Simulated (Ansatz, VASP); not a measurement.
## Bi3F: VASP beside Ansatz

Contents of INCAR:

```
SYSTEM = Bi3F
PREC = Accurate ; ENCUT = 600
EDIFF = 1E-6 ; ISMEAR = 0
SIGMA = 0.1 ; LREAL = .FALSE.
LASPH = .TRUE. ; NELM = 120
ALGO = Normal ; ISIF = 2
LWAVE = .FALSE. ; LCHARG = .TRUE.
GGA = PE ; LELF = .TRUE.
LVHAR = .TRUE. ; NBANDS = 34
GGA_COMPAT = .FALSE.
```

KPOINTS

```
regular mesh
0
G
  6 6 4
  0 0 0
```

The input POSCAR:

```
Bi3F
1.0
    4.9025422377      0.0000000000      0.0000000000
   -2.4512711188      4.2457261210      0.0000000000
    0.0000000000      0.0000000000      5.1741245898
Bi F
3 1
Direct
    0.0000000000      0.0000000000      0.5000000000
    0.3333333333      0.6666666667      0.0000000000
    0.6666666667      0.3333333333      0.0000000000
    0.0000000000      0.0000000000      0.0000000000
```

Input for Ansatz:

```yaml
crystal:
  lattice:
    - [4.9025422377, 0.0, 0.0]
    - [-2.4512711188, 4.245726121, 0.0]
    - [0.0, 0.0, 5.1741245898]
  atoms:
    - { symbol: Bi, position: [0.0, 0.0, 0.5] }
    - { symbol: Bi, position: [0.3333333333, 0.6666666667, 0.0] }
    - { symbol: Bi, position: [0.6666666667, 0.3333333333, 0.0] }
    - { symbol: F, position: [0.0, 0.0, 0.0] }
basis:
  ecutwfc: 420
kpoints:
  mp_grid: { grid: [6, 6, 4] }
hamiltonian:
  xc: pbe
scf:
  occupations: { method: gaussian, width: 0.1 }
  lower_state_search: "off"
output:
  forces: true
  stress: true
  eigenvalues: true
```

Alike in both runs: task single point; functional PBE; k mesh 6 × 6 × 4; occupations gaussian, width 0.1 eV; no spin polarisation.

```csv
,VASP,Ansatz
version,VASP 6.6.1,Ansatz 0.2.0
potentials or method,"VASP PAW PBE potentials, release 64 (Bi_d, F), cutoff 600 eV","scalar-relativistic, plane waves, PAW"
valence electrons in the cell,52,52
```

|  | VASP | Ansatz | Ansatz less VASP |
| --- | --- | --- | --- |
| gap on the k mesh at the Fermi level (eV) | none | none | - |
| pressure (GPa) | 9.0 | 9.1 | +0.08 |
| traceless stress, the component that is largest in VASP (GPa) | -12.84 | -12.87 | -0.032 |

A gap of «none» marks a metal or a gap that the smearing closes.

Spin-orbit coupling is off throughout.
